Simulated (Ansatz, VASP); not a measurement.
## V in VASP and in Ansatz

INCAR

```
SYSTEM = V
PREC = Accurate ; ENCUT = 520
EDIFF = 1E-7 ; ISMEAR = -1
SIGMA = 0.05 ; LREAL = .False.
LASPH = .True. ; NELM = 80
ALGO = Normal ; ISIF = 2
LWAVE = .False. ; LCHARG = .True.
GGA = CA ; LELF = .True.
LVHAR = .True. ; NBANDS = 20
```

The input KPOINTS:

```
regular mesh
0
Gamma
  13 13 13
  0 0 0
```

The input POSCAR:

```
V
1.0
    0.0000000000      2.0483631790      2.0483631790
    2.0483631790      0.0000000000      2.0483631790
    2.0483631790      2.0483631790      0.0000000000
V
2
Direct
   -0.1250000000     -0.1250000000     -0.1250000000
    0.1250000000      0.1250000000      0.1250000000
```

Input for Ansatz:

```yaml
crystal:
  lattice:
    - [0.0, 2.048363179, 2.048363179]
    - [2.048363179, 0.0, 2.048363179]
    - [2.048363179, 2.048363179, 0.0]
  atoms:
    - { symbol: V, position: [-0.125, -0.125, -0.125] }
    - { symbol: V, position: [0.125, 0.125, 0.125] }
kpoints:
  mp_grid: { grid: [13, 13, 13] }
scf:
  occupations: { method: fermi_dirac, width: 0.05 }
hamiltonian:
  xc: lda
  pseudopotentials: { kind: paw }
output:
  forces: true
  stress: true
  eigenvalues: true
  populations: true
  write_density: true
  write_potential: true
  elf: true
  volumetric_format: npy
```

Change from the starting cell: volume scaled by 0.52, PAW files.

Alike in both runs: task single point; functional LDA; k mesh 13 × 13 × 13; occupations fermi-dirac, width 0.05 eV; no spin polarisation.

|  | VASP | Ansatz |
| --- | --- | --- |
| version | VASP 6.6.1 | Ansatz 0.2.0 |
| potentials or method | VASP PAW LDA potentials, release 64 (V_sv) | PAW with Ansatz's default frozen-core files, scalar-relativistic |
| plane-wave cutoff (eV) | 520 | 420 |
| valence electrons in the cell | 26 | 26 |

VASP gave:

```
pressure (GPa) : 271.1
```

Problem. Which values does Ansatz return?

Solution. Pressure (GPa): 215.6.

LDA's correlation is that of Perdew and Zunger in VASP and of Perdew and Wang (1992) in Ansatz. The pressures are high and differ by over a tenth, so treat them with care.

Noted on VASP's run: the cell as given lies far from equilibrium.
